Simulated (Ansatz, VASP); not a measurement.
**Ru in VASP and in Ansatz**

```xyz
2
Lattice="2.7235 0.0000 0.0000 -1.3617 2.3586 0.0000 0.0000 0.0000 4.3109" Properties=species:S:1:pos:R:3 pbc="T T T"
Ru    0.0000    1.5724    1.0777
Ru    1.3617    0.7862    3.2332
```

Alike in both runs: task relaxation of cell and atoms; functional PBEsol; k mesh 12 × 12 × 6; occupations gaussian, width 0.1 eV; no spin polarisation.

|  | VASP | Ansatz |
| --- | --- | --- |
| version | VASP 6.6.1 | Ansatz 0.2.0 |
| potentials or method | VASP PAW PBE potentials, release 64 (Ru_pv), cutoff 600 eV | scalar-relativistic, plane waves, PAW |
| valence electrons in the cell | 28 | 32 |

Ansatz gave:

```
gap on the k mesh at the Fermi level, each at its own relaxed structure (eV) : none
relaxed volume (Å³/atom)                                                     : 13.31
relaxed cell length with the largest relative difference (Å)                 : 2.688
```

Q: Which values does VASP return?

A: gap on the k mesh at the Fermi level, each at its own relaxed structure (eV): none; relaxed volume (Å³/atom): 13.32; relaxed cell length with the largest relative difference (Å): 2.689.

VASP's potentials were made for PBE, not for PBEsol. A gap of «none» marks a metal or a gap that the smearing closes. VASP's potentials hold 28 valence electrons a cell and Ansatz's 32, so a difference there can come from the potentials and not from the codes.
